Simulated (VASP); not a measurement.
Set up this calculation in VASP 6.6.1, as the native input.

- Task: single point
- Functional: PBE
- Potentials or basis: VASP PAW PBE potentials, release 64 (Y_sv)
- Cutoff: 520 eV
- k mesh: 9 × 9 × 9
- Occupations: fermi-dirac, width 0.05 eV
- Spin: no spin polarisation
- Dipole correction: no
- Further INCAR settings: ALGO = Normal; EDIFF = 1e-06; NBANDS = 12

The structure of Y lies in POSCAR:

```
Y
1.0
    0.0000000000      2.5348630883      2.5348630883
    2.5348630883      0.0000000000      2.5348630883
    2.5348630883      2.5348630883      0.0000000000
Y
1
Direct
    0.0000000000      0.0000000000      0.0000000000
```

This cell differs from its parent crystal: volume scaled by 0.98.

One way to write it, as run:

INCAR

```
SYSTEM = Y
  PREC = Accurate
  ENCUT = 520
  EDIFF = 1E-6
  ISMEAR = -1
  SIGMA = 0.05
  LREAL = .FALSE.
  LASPH = .TRUE.
  NELM = 60
  ALGO = Normal
  ISIF = 2
  LWAVE = .FALSE.
  LCHARG = .TRUE.
  GGA = PE
  LELF = .TRUE.
  LVHAR = .TRUE.
  NBANDS = 12
```

KPOINTS

```
Automatic mesh
0
G
  9 9 9
  0 0 0
```

Potentials or basis: VASP PAW PBE potentials, release 64 (Y_sv).

Run with:

```bash
$ cat potpaw_PBE.64/Y_sv/POTCAR > POTCAR
$ mpirun -np 1 vasp_std > vasp.out
```

It gave:

```json
{
  "Pressure": "-0.2 GPa"
}
```

Run time: 16 s on 1 thread of AMD EPYC 7R13 Processor (Zen 3), on a shared host, peak memory 0.14 GiB.
